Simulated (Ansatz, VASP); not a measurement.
# Sc: VASP beside Ansatz

INCAR

```
PREC = Accurate
ENCUT = 520
EDIFF = 1E-6
ISMEAR = -1
SIGMA = 0.1
LREAL = F
LASPH = T
NELM = 60
ALGO = Normal
ISIF = 2
LWAVE = F
LCHARG = T
GGA = B5
ALDAX = 1.0
AGGAX = 1.0
AGGAC = 1.0
ALDAC = 0.0
LELF = T
LVHAR = T
NBANDS = 18
```

KPOINTS

```
Automatic mesh
0
Gamma
  9 9 9
```

File POSCAR:

```
Sc
1.0
    0.0000000000      3.4895331642      3.4895331642
    3.4895331642      0.0000000000      3.4895331642
    3.4895331642      3.4895331642      0.0000000000
Sc
2
Direct
    0.1250000000      0.1250000000      0.1250000000
    0.8750000000      0.8750000000      0.8750000000
```

Input for Ansatz:

```yaml
crystal:
  lattice:
    - [0.0, 3.4895331642, 3.4895331642]
    - [3.4895331642, 0.0, 3.4895331642]
    - [3.4895331642, 3.4895331642, 0.0]
  atoms:
    - { symbol: Sc, position: [0.125, 0.125, 0.125] }
    - { symbol: Sc, position: [0.875, 0.875, 0.875] }
hamiltonian:
  xc: blyp
  pseudopotentials:
    kind: paw
    azcp:
      Sc: "pseudopotentials/Sc.paw.azcp"
basis:
  ecutwfc: 420
  fft_grid_basis: typed
kpoints:
  mp_grid: { grid: [9, 9, 9], shift: [0, 0, 0] }
magnetization:
  spin_polarized: false
scf:
  occupations: { method: fermi_dirac, width: 0.1 }
  lower_state_search: "off"
output:
  stress: true
```

Alike in both runs: task single point; functional BLYP; k mesh 9 × 9 × 9; occupations fermi-dirac, width 0.1 eV; no spin polarisation.

|  | VASP | Ansatz |
| --- | --- | --- |
| version | VASP 6.6.1 | Ansatz 0.2.0 |
| potentials or method | VASP PAW PBE potentials, release 64 (Sc_sv), cutoff 520 eV | plane waves (420 eV) with PAW, scalar-relativistic |
| valence electrons in the cell | 22 | 22 |

```csv
,VASP,Ansatz,Ansatz less VASP
pressure (GPa),-0.3,-0.2,+0.04
```

VASP's potentials were made for PBE, not for BLYP. With one functional, cell and mesh, what is left measures potentials, basis and numerics.
